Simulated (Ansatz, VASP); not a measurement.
# Be16H in VASP and in Ansatz

```
Be H
1.0
    -2.29000   -3.96640    0.00000
     3.43500   -1.98320    0.00000
     0.00000    0.00000    7.17686
Be H
16 1
Cartesian
  0.0133 -3.9738 -0.0194
  -0.0063 -2.6894 1.7670
  0.0175 -3.9757 3.5983
  0.0005 -2.6539 5.3808
  -1.1528 -1.9882 0.0014
  2.2627 -2.6286 1.7645
  -1.1826 -2.0113 3.6156
  2.3067 -2.6538 5.4041
  1.1302 -1.9745 -0.0224
  1.1814 -0.6335 1.7668
  1.1758 -2.0011 3.6170
  1.1537 -0.6562 5.3808
  0.0008 0.0095 0.0013
  1.1285 -4.6172 1.7857
  0.0049 0.0466 3.6157
  1.1322 -4.6199 5.4023
  0.0147 -1.3240 2.6876
```

Alike in both runs: functional PBE; k mesh 4 × 4 × 3; occupations fermi-dirac, width 0.05 eV; no spin polarisation.

Ansatz relaxed the structure, and its values are those at the end. VASP's run is a single point on that final structure, the one shown.

|  | VASP | Ansatz |
| --- | --- | --- |
| version | VASP 6.6.1 | Ansatz 0.2.0 |
| potentials or method | VASP PAW PBE potentials, release 64 (Be, H), cutoff 520 eV | scalar-relativistic, plane waves, PAW |
| valence electrons in the cell | 33 | 33 |

|  | VASP | Ansatz | Ansatz less VASP |
| --- | --- | --- | --- |
| rms of the force components (eV/Å) | 0.008 | 0.008 | 0.0000 |

The functional is the same, so the differences come from potentials, cutoffs and numerics.

The k mesh is coarse, so the values compare programs but aren't converged.
